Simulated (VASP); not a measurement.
Here is a VASP 6.6.1 calculation.

Contents of INCAR:

```
ALGO = Normal ; EDIFF = 1E-8
ENCUT = 520 ; GGA = PE
ISIF = 2 ; ISMEAR = -1
LASPH = T ; LCHARG = F
LEFG = T ; LREAL = F
LWAVE = F ; NBANDS = 32
NELM = 100 ; PREC = Accurate
SIGMA = 0.08
```

Contents of KPOINTS:

```
k-points
0
Gamma
  7 7 7
```

The input POSCAR:

```
Bi2Te3
1.0
    2.1930005584      1.2661294627      9.9623566000
   -2.1930005584      1.2661294627      9.9623566000
    0.0000000000     -2.5322589254      9.9623566000
Bi Te
2 3
Direct
    0.4000000000      0.4000000000      0.4000000000
    0.6000000000      0.6000000000      0.6000000000
    0.0000000000      0.0000000000      0.0000000000
    0.2095000000      0.2095000000      0.2095000000
    0.7905000000      0.7905000000      0.7905000000
```

Potentials or basis: VASP PAW PBE potentials, release 64 (Bi_d, Te).

The run is started by

```bash
$ cat potpaw_PBE.64/Bi_d/POTCAR potpaw_PBE.64/Te/POTCAR > POTCAR
$ mpirun -np 1 vasp_std > vasp.out
```

(1) Predict the largest force.

(2) What does it give for the pressure?

(3) Predict the band gap on the k mesh.

## Answers

(1) 0.142 eV/Å.

(2) 3.1 GPa.

(3) 0.21 eV.

Caveat: the cell differs from its parent crystal (zz strain of -2 %); the cell stands under pressure; without QUAD_EFG the Cq values of the log hold for a quadrupole moment of 1 mb, not for the nuclei; spin-orbit coupling is left out, which moves the levels of the heavy elements; an odd mesh through Γ misses points on the zone boundary, where band edges can lie.
